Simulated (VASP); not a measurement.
The system is Sn3Te2O.

```
Sn Te O
1.0
     5.84839    0.00000    0.00000
    -2.92419    5.06485    0.00000
     0.00000    0.00000    6.08126
Sn Te O
3 2 1
Direct
  0.50000 0.00000 0.50000
  0.00000 0.50000 0.50000
  0.50000 0.50000 0.50000
  0.33333 0.66667 0.00000
  0.66667 0.33333 0.00000
  0.00000 0.00000 0.50000
```

The cell was generated, and may not be a known phase.

| Item | Value |
| --- | --- |
| Program | VASP 6.6.1 |
| Task | relaxation of cell and atoms |
| Functional | PBE |
| Potentials or basis | VASP PAW PBE potentials, release 64 (Sn_d, Te, O) |
| Cutoff | 600 eV |
| k mesh | 6 × 6 × 6 |
| Occupations | gaussian, width 0.1 eV |
| Spin | no spin polarisation |

At the start: pressure 0.2 GPa; volume 30.02 Å³/atom.

Task: How do energy, volume and symmetry change on relaxing?

Result: Over 7 steps the energy falls by 3.9 meV/atom and the volume is 29.89 Å³/atom (-0.4 %); space group P6/mmm (No. 191, to 0.1 Å) before and after.

The path:
| step | energy change (eV) | largest force (eV/Å) | pressure (GPa) | volume (Å³) |
| --- | --- | --- | --- | --- |
| 1 | 0.0000 | 0.0000 | 0.19 | 180.13 |
| 2 | -0.0147 | 0.0000 | -0.22 | 181.03 |
| 3 | -0.0185 | 0.0000 | -0.58 | 181.97 |
| 4 | -0.0187 | 0.0000 | -0.51 | 181.76 |
| 5 | -0.0235 | 0.0000 | 0.00 | 179.26 |
| 6 | -0.0235 | 0.0000 | -0.04 | 179.41 |
| 7 | -0.0235 | 0.0000 | -0.01 | 179.36 |

Final structure:
```
Sn Te O
1.0
     5.91430    0.00000    0.00000
    -2.95715    5.12193    0.00000
     0.00000    0.00000    5.92105
Sn Te O
3 2 1
Direct
  0.50000 0.00000 0.50000
  0.00000 0.50000 0.50000
  0.50000 0.50000 0.50000
  0.33333 0.66667 0.00000
  0.66667 0.33333 0.00000
  0.00000 0.00000 0.50000
```
